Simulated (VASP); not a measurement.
Write the native input for VASP 6.6.1 that does the following.

- Task: single point
- Functional: r2SCAN
- Potentials or basis: VASP PAW PBE potentials, release 64 (Zn, F)
- Cutoff: 660 eV
- k mesh: 6 × 6 × 8
- Occupations: gaussian, width 0.02 eV
- Spin: no spin polarisation
- Dipole correction: no
- Further INCAR settings: ALGO = Normal; EDIFF = 1e-06; NBANDS = 35

The system is ZnF2.

```
Zn F
1.0
     4.65548    0.00000    0.00000
     0.00000    4.65548    0.00000
     0.00000    0.00000    3.15819
Zn F
2 4
Direct
  0.50000 0.50000 0.50000
  0.00000 0.00000 0.00000
  0.69667 0.69667 0.00000
  0.80333 0.19667 0.50000
  0.30333 0.30333 0.00000
  0.19667 0.80333 0.50000
```

This cell differs from its parent crystal: biaxial strain in the a-b plane: -1.0 %, then relaxed in part.

One way to write it, as run:

POSCAR

```
ZnF2
1.0
    4.6554813309      0.0000000000      0.0000000000
    0.0000000000      4.6554813309      0.0000000000
    0.0000000000      0.0000000000      3.1581868057
Zn F
2 4
Direct
    0.5000000000      0.5000000000      0.5000000000
    0.0000000000      0.0000000000      0.0000000000
    0.6966729320      0.6966729320      0.0000000000
    0.8033270680      0.1966729320      0.5000000000
    0.3033270680      0.3033270680      0.0000000000
    0.1966729320      0.8033270680      0.5000000000
```

INCAR.step1

```
SYSTEM = ZnF2
PREC = Accurate ; ENCUT = 660
ISMEAR = 0 ; SIGMA = 0.02
LREAL = .False. ; LASPH = .True.
NELM = 120 ; NBANDS = 35
GGA = PE ; ALGO = Normal
EDIFF = 1E-5 ; LWAVE = .True.
LCHARG = .False. ; GGA_COMPAT = .False.
```

INCAR.step2

```
SYSTEM = ZnF2
PREC = Accurate ; ENCUT = 660
EDIFF = 1E-6 ; ISMEAR = 0
SIGMA = 0.02 ; LREAL = .False.
LASPH = .True. ; NELM = 120
ALGO = Normal ; ISIF = 2
LWAVE = .False. ; LCHARG = .False.
METAGGA = R2SCAN ; LMIXTAU = .True.
NBANDS = 35 ; ISTART = 1
GGA_COMPAT = .False.
```

KPOINTS

```
regular mesh
0
Gamma
  6 6 8
  0 0 0
```

Potentials or basis: VASP PAW PBE potentials, release 64 (Zn, F).

Run with:

```console
$ cat potpaw_PBE.64/Zn/POTCAR potpaw_PBE.64/F/POTCAR > POTCAR
$ cp INCAR.step1 INCAR
$ mpirun -np 1 vasp_std > vasp.out
$ cp INCAR.step2 INCAR
$ mpirun -np 1 vasp_std > vasp.out
```

Results of the run:

```yaml
Pressure: 1.3 GPa
Largest_force: 0.007 eV/Å
Band_gap_on_the_k_mesh: 4.20 eV
```

Caveat: the cell differs from its parent crystal (biaxial strain in the a-b plane: -1.0 %, then relaxed in part); the PAW data sets were made with another functional, which shifts forces and pressure a little.

It took 3.3 min on 1 thread of Intel(R) Xeon(R) 6975P-C (Granite Rapids), on a shared host, peak memory 0.29 GiB.
